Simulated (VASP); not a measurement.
KF: single point with LDA

Crystal: KF.

```
K F
1.0
     0.00000    2.53982    2.53982
     2.53982    0.00000    2.53982
     2.53982    2.53982    0.00000
K F
1 1
Direct
  0.00000 0.00000 0.00000
  0.50000 0.50000 0.50000
```

This cell differs from its parent crystal: strain -0.050 along x and y, -0.050 along z.

- Program: VASP 6.6.1
- Task: single point
- Functional: LDA
- Potentials or basis: VASP PAW LDA potentials, release 64 (K_sv, F)
- Cutoff: 520 eV
- k mesh: 8 × 8 × 8
- Occupations: gaussian, width 0.05 eV
- Spin: no spin polarisation
- Dipole correction: no
- Further INCAR settings: ALGO = Normal; EDIFF = 1e-06; NBANDS = 15

* Pressure: 2.7 GPa
* Band gap on the k mesh: 6.63 eV, direct

Levels at points of the mesh, in eV from the valence-band top:
| k point | band 5 | band 6 | band 7 | band 8 | band 9 | band 10 | band 11 | band 12 |
| --- | --- | --- | --- | --- | --- | --- | --- | --- |
| (0.00, 0.00, 0.00) | -8.60 | 0.00 | 0.00 | 0.00 | 6.63 | 10.89 | 10.89 | 10.89 |
| (0.50, 0.00, 0.00) | -8.64 | -1.04 | -0.52 | -0.52 | 9.40 | 11.38 | 12.69 | 12.69 |
| (0.50, 0.50, 0.00) | -8.96 | -0.08 | 0.00 | 0.00 | 7.95 | 11.00 | 12.65 | 14.40 |

Run time: 8.3 s on 1 thread of Intel(R) Xeon(R) Platinum 8488C (Sapphire Rapids), with other jobs on the host, peak memory 0.14 GiB.

Caveat: the cell differs from its parent crystal (strain -0.050 along x and y, -0.050 along z).
